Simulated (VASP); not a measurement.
# CdTe in VASP: a series of runs, part 2 of 2

VASP 6.6.1.

## Step 3: Single point, PBE (strain -0.030 along x and y, -0.015 along z)

The input, INCAR:

```
SYSTEM = CdTe
PREC     = Accurate       ! precision mode
ENCUT    = 520            ! plane-wave cutoff, eV
EDIFF    = 1E-6           ! SCF threshold, eV
ISMEAR   = 0              ! smearing method
SIGMA    = 0.05           ! smearing width, eV
LREAL    = .False.        ! projectors in reciprocal space
LASPH    = .True.         ! aspherical terms in the spheres
NELM     = 60             ! most SCF steps
ALGO     = Normal         ! electronic algorithm
ISIF     = 2              ! what is computed and relaxed
LWAVE    = .False.        ! write WAVECAR
LCHARG   = .False.        ! write CHGCAR
GGA      = PE             ! functional
NBANDS   = 16             ! bands
```

The input, KPOINTS:

```
regular mesh
0
Gamma
  10 10 10
  0 0 0
```

The input, POSCAR:

```
CdTe
1.0
    0.0000000000      3.2094260826      3.2590563829
    3.2094260826      0.0000000000      3.2590563829
    3.2094260826      3.2094260826      0.0000000000
Cd Te
1 1
Direct
    0.0000000000      0.0000000000      0.0000000000
    0.7500000000      0.7500000000      0.7500000000
```

Potentials or basis: VASP PAW PBE potentials, release 64 (Cd, Te).

Started as:

```console
$ cat potpaw_PBE.64/Cd/POTCAR potpaw_PBE.64/Te/POTCAR > POTCAR
$ mpirun -np 1 vasp_std > vasp.out
```

OUTCAR:

```text
SYSTEM = CdTe
   PREC = Accurate
   ENCUT = 520
   EDIFF = 1E-6
   ISMEAR = 0
   LREAL = .False.
   LASPH = .True.
   NELM = 60
   ISIF = 2
   GGA = PE

 ion  position               nearest neighbor table
   1  0.000  0.000  0.000-   2 2.79   2 2.79   2 2.79   2 2.79
   2  0.750  0.750  0.750-   1 2.79   1 2.79   1 2.79   1 2.79

  LATTYP: Found a body centered tetragonal cell.
 ALAT       =     4.5388138934
 C/A-ratio  =     1.4360828443

  Lattice vectors:

 A1 = (  -3.2094260826,   0.0000000000,   3.2590563829)
 A2 = (   3.2094260826,   0.0000000000,   3.2590563829)
 A3 = (   0.0000000000,   3.2094260826,  -3.2590563829)

Analysis of symmetry for initial positions (statically):
=====================================================================
 Subroutine PRICEL returns:
 Original cell was already a primitive cell.

 Routine SETGRP: Setting up the symmetry group for a
 body centered tetragonal supercell.

 Subroutine GETGRP returns: Found  8 space group operations
 (whereof  8 operations were pure point group operations)
 out of a pool of 16 trial point group operations.

The static configuration has the point symmetry D_2d.

Analysis of symmetry for dynamics (positions and initial velocities):
=====================================================================
 Subroutine PRICEL returns:
 Original cell was already a primitive cell.

 Routine SETGRP: Setting up the symmetry group for a
 body centered tetragonal supercell.

 Subroutine GETGRP returns: Found  8 space group operations
 (whereof  8 operations were pure point group operations)
 out of a pool of 16 trial point group operations.

The dynamic configuration has the point symmetry D_2d.

 Subroutine INISYM returns: Found  8 space group operations
 (whereof  8 operations are pure point group operations),
 and found     1 'primitive' translations

----------------------------------------------------------------------------------------

                                     Primitive cell

  volume of cell :      67.1393

  direct lattice vectors                    reciprocal lattice vectors
     0.000000000  3.209426083  3.259056383    -0.155791094  0.155791094  0.153418641
     3.209426083  0.000000000  3.259056383     0.155791094 -0.155791094  0.153418641
     3.209426083  3.209426083  0.000000000     0.155791094  0.155791094 -0.153418641

  length of vectors
     4.574042445  4.574042445  4.538813893     0.268475342  0.268475342  0.268475342

  position of ions in fractional coordinates (direct lattice)
     0.000000000  0.000000000  0.000000000
     0.750000000  0.750000000  0.750000000

  ion indices of the primitive-cell ions
   primitive index   ion index
                 1           1
                 2           2

----------------------------------------------------------------------------------------

 KPOINTS: regular mesh

Automatic generation of k-mesh.
 Grid dimensions read from file:
 generate k-points for:   10   10   10

 Generating k-lattice:

  Cartesian coordinates                     Fractional coordinates (reciprocal lattice)
    -0.015579109  0.015579109  0.015341864     0.100000000 -0.000000000  0.000000000
     0.015579109 -0.015579109  0.015341864    -0.000000000  0.100000000  0.000000000
     0.015579109  0.015579109 -0.015341864     0.000000000  0.000000000  0.100000000

  Length of vectors
     0.026847534  0.026847534  0.026847534

  Shift w.r.t. Gamma in fractional coordinates (k-lattice)
     0.000000000  0.000000000  0.000000000

 Subroutine IBZKPT returns following result:
 ===========================================

 Found    102 irreducible k-points:

 Following reciprocal coordinates:
            Coordinates               Weight
  0.000000  0.000000  0.000000      1.000000
  0.100000 -0.000000  0.000000      8.000000
  0.200000 -0.000000  0.000000      8.000000
  0.300000 -0.000000  0.000000      8.000000
  0.400000 -0.000000  0.000000      8.000000
  0.500000 -0.000000  0.000000      4.000000
[... 16 lines left out ...]
  0.300000  0.300000  0.000000      2.000000
  0.400000  0.300000  0.000000      8.000000
 [... further k-points ...]
   k-points           NKPTS =    102   k-points in BZ     NKDIM =    102   number of bands    NBANDS=     16
   number of dos      NEDOS =    301   number of ions     NIONS =      2
   total plane-waves  NPLWV =  46656
   dimension x,y,z NGX =    36 NGY =   36 NGZ =   36
   dimension x,y,z NGXF=    72 NGYF=   72 NGZF=   72
   ions per type =               1   1
   NGX,Y,Z   is equivalent  to a cutoff of  13.08, 13.08, 13.19 a.u.
   NGXF,Y,Z  is equivalent  to a cutoff of  26.17, 26.17, 26.37 a.u.
 SYSTEM =  CdTe
   PREC   = accura    normal or accurate (medium, high low for compatibility)
   ISTART =      0    job   : 0-new  1-cont  2-samecut
   ICHARG =      2    charge: 1-file 2-atom 10-const
   ISPIN  =      1    spin polarized calculation?
   LNONCOLLINEAR =      F non collinear calculations
   LSORBIT =      F    spin-orbit coupling
   LASPH  =      T    aspherical Exc in radial PAW
   ENCUT  =  520.0 eV  38.22 Ry    6.18 a.u.   8.50  8.50  8.44*2*pi/ulx,y,z
   NELM   =     60;   NELMIN=  2; NELMDL= -5     # of ELM steps
   EDIFF  = 0.1E-05   stopping-criterion for ELM
   LREAL  =      F    real-space projection
   EDIFFG = 0.1E-04   stopping-criterion for IOM
   NSW    =      0    number of steps for IOM
   IBRION =     -1    ionic relax: 0-MD 1-quasi-New 2-CG
   NFREE  =      0    steps in history (QN), initial steepest desc. (CG)
   ISIF   =      2    stress and relaxation
   ISYM   =      2    0-nonsym 1-usesym 2-fastsym
   POTIM  = 0.5000    time-step for ionic-motion
   TEBEG  =    0.0;   TEEND  =   0.0 temperature during run
   PSTRESS=    0.0 pullay stress
   NELECT =      18.0000    total number of electrons
   NUPDOWN=      -1.0000    fix difference up-down
   EMIN   =  10.00;   EMAX   =-10.00  energy-range for DOS
   EFERMI =   0.00;   METHOD = LEGACY
   ISMEAR =     0;   SIGMA  =   0.05  broadening in eV -4-tet -1-fermi 0-gaus
   EFERMI_NEDOS =   21; number of points for ismear=-14 and -15
   IALGO  =     38    algorithm
   IMIX   =      4    mixing-type and parameters
     AMIX     =   0.40;   BMIX     =  1.00
     AMIX_MAG =   1.60;   BMIX_MAG =  1.00
  volume/ion in A,a.u.               =      33.57       226.54
  Fermi-wavevector in a.u.,A,eV,Ry     =   1.055618  1.994829 15.161372  1.114329
  Thomas-Fermi vector in A             =   2.190823
   LORBIT       =      0    0 simple, 1 ext, 2 COOP (PROOUT), +10 PAW based schemes
   GGA     = PE    functional components
   LHFCALC =     F    Hartree Fock is set to
   AEXX    =    0.0000 exact exchange contribution
   IVDW    =     0    specifies the selected vdW correction
   LEPSILON=     F    determine dielectric tensor
   LRPA    =     F    only Hartree local field effects (RPA)
 non-spin polarized calculation
 Gauss-broadening in eV      SIGMA  =   0.05
  energy-cutoff  :      520.00
  volume of cell :       67.14
 maximum number of plane-waves:      1832
 NGX is ok and might be reduce to    36
   NGX = 17   NGY = 17   NGZ = 17

 number of electron      17.9999995 magnetization

 Free energy of the ion-electron system (eV)
  ---------------------------------------------------
  ext. energy  EPLUGINS =         0.00000000
  ---------------------------------------------------
  free energy    TOTEN  =        -4.75834320 eV

  energy without entropy =       -4.75834320  energy(sigma->0) =       -4.75834320

 E-fermi :   2.6885     XC(G=0):  -8.6458

 val. band max:        2.4874185640   @ k =   0.0000   0.0000   0.0000
 cond. band min:       3.2828368995   @ k =   0.0000   0.0000   0.0000
 fundamental gap:      0.7954183355
 Fermi energy:         2.6884633580

 k-point     1 :       0.0000    0.0000    0.0000
  band No.  band energies     occupation
      1      -8.7815      2.00000
      2      -5.8645      2.00000
      3      -5.8606      2.00000
      4      -5.8606      2.00000
      5      -5.5925      2.00000
      6      -5.5899      2.00000
[... 8 lines left out ...]
     15      11.7385      0.00000
     16      11.9603      0.00000
[... 419 lines left out ...]
 k-point    24 :       0.4000    0.3000    0.0000
  band No.  band energies     occupation
      1      -8.3519      2.00000
      2      -5.7429      2.00000
      3      -5.7328      2.00000
      4      -5.6701      2.00000
      5      -5.5681      2.00000
      6      -5.3393      2.00000
[... 8 lines left out ...]
     15      13.0463      0.00000
     16      14.1820      0.00000

 [... further k-points ...]

------------------------ aborting loop because EDIFF is reached ----------------------------------------

  FORCE on cell =-STRESS in cart. coord.  units (eV):
  Direction    XX          YY          ZZ          XY          YZ          ZX
  --------------------------------------------------------------------------------------
  -------------------------------------------------------------------------------------
  Total        1.4408343      1.4408343      1.3484732      0.0000000     -0.0000000      0.0000000
  in kB       34.3833338     34.3833338     32.1792778      0.0000000     -0.0000000      0.0000000
  external PRESSURE =      33.6486485 kB  Pullay stress =       0.0000000 kB

 VOLUME and BASIS-vectors are now :
 -----------------------------------------------------------------------------
  energy-cutoff  :      520.00
  volume of cell :       67.14
      direct lattice vectors                 reciprocal lattice vectors
     0.000000000  3.209426083  3.259056383    -0.155791094  0.155791094  0.153418641
     3.209426083  0.000000000  3.259056383     0.155791094 -0.155791094  0.153418641
     3.209426083  3.209426083  0.000000000     0.155791094  0.155791094 -0.153418641

 POSITION                                       TOTAL-FORCE (eV/Angst)
 -----------------------------------------------------------------------------------
      0.00000      0.00000      0.00000         0.000000      0.000000      0.000000
      4.81414      4.81414      4.88858        -0.000000     -0.000000     -0.000000
 -----------------------------------------------------------------------------------
    total drift:                                0.000000      0.000000      0.000001

  FREE ENERGIE OF THE ION-ELECTRON SYSTEM (eV)
  ---------------------------------------------------
  free  energy   TOTEN  =        -4.7583432000 eV

  energy  without entropy=       -4.7583432000  energy(sigma->0) =       -4.75834320
```

Run time: 2.4 min. Hardware: 1 thread of Intel Xeon 8259CL, shared host; peak memory 0.28 GiB.

Results:

```
Free energy            : -4.7583 eV
Pressure               : 3.4 GPa
Band gap on the k mesh : 0.80 eV
```

Stress tensor (GPa, compression positive):
```
3.44 0.00 0.00
0.00 3.44 0.00
0.00 0.00 3.22
```

Caveat: the cell differs from its parent crystal (strain -0.030 along x and y, -0.015 along z); the cell stands under pressure; spin-orbit coupling is left out, which moves the levels of the heavy elements.
